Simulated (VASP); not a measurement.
Wanted: the native input for a VASP 6.6.1 run.

```
Task                   : single point
Functional             : PBE
Potentials or basis    : VASP PAW PBE potentials, release 64 (Ge_d)
Cutoff                 : 520 eV
k mesh                 : 10 × 10 × 10
Occupations            : fermi-dirac, width 0.05 eV
Spin                   : no spin polarisation
Dipole correction      : no
Further INCAR settings : ALGO = Normal; EDIFF = 1e-06; NBANDS = 13
```

The structure of Ge lies in POSCAR:

```
Ge
1.0
    2.7040397971      0.0000000000      0.0000000000
    0.0000000000      2.7040397971      0.0000000000
    0.0000000000      0.0000000000      2.7040397971
Ge
1
Direct
    0.0000000000      0.0000000000      0.0000000000
```

This isn't the form of Ge at room conditions, which is diamond.

One way to write it, as run:

INCAR

```
ALGO = Normal
EDIFF = 1E-6
ENCUT = 520
GGA = PE
ISIF = 2
ISMEAR = -1
LASPH = True
LCHARG = True
LELF = True
LREAL = False
LVHAR = True
LWAVE = False
NBANDS = 13
NELM = 60
PREC = Accurate
SIGMA = 0.05
```

KPOINTS

```
k-points
0
Gamma
  10 10 10
```

Potentials or basis: VASP PAW PBE potentials, release 64 (Ge_d).

Run with:

```console
$ cat potpaw_PBE.64/Ge_d/POTCAR > POTCAR
$ mpirun -np 1 vasp_std > vasp.out
```

It gave:

```yaml
Pressure: -0.1 GPa
Band_gap_on_the_k_mesh: zero (bands 7 and 8 overlap by 9.17 eV)
```

It took 7.5 s on 1 thread of Intel Xeon 8259CL (shared host), peak memory 0.13 GiB.
